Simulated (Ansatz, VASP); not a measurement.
# One calculation of WS2, two programs

```
W S
1.0
     3.14728    0.00000    0.00000
    -1.57364    2.72562    0.00000
     0.00000    0.00000   20.01692
W S
3 6
Direct
  0.66667 0.33333 0.33266
  0.33333 0.66667 0.66599
  0.00000 0.00000 0.99932
  0.33333 0.66667 0.25436
  0.66667 0.33333 0.07762
  0.00000 0.00000 0.58769
  0.33333 0.66667 0.41095
  0.66667 0.33333 0.92102
  0.00000 0.00000 0.74429
```

Change from the starting cell: strain along c alone, the other axes held, atoms relaxed: +4.5 %.

Alike in both runs: functional PBEsol; k mesh 12 × 12 × 2; occupations gaussian, width 0.02 eV; no spin polarisation.

Ansatz relaxed the structure, and its values are those at the end. VASP's run is a single point on that final structure, the one shown.

|  | VASP | Ansatz |
| --- | --- | --- |
| version | VASP 6.6.1 | Ansatz 0.2.0 |
| potentials or method | VASP PAW PBE potentials, release 64 (W_sv, S), cutoff 520 eV | scalar-relativistic, plane waves, PAW |
| valence electrons in the cell | 78 | 78 |

```csv
,VASP,Ansatz,Ansatz less VASP
gap on the k mesh at the Fermi level (eV),1.38,1.37,-0.013
least direct gap on the mesh (eV),1.94,1.93,-0.005
pressure (GPa),-0.1,-0.2,-0.11
rms of the force components (eV/Å),0.011,0.001,-0.0100
```

VASP's potentials were made for PBE, not for PBEsol. Ansatz's warnings: stress scf threshold loose.

Neither program's run includes spin-orbit coupling.
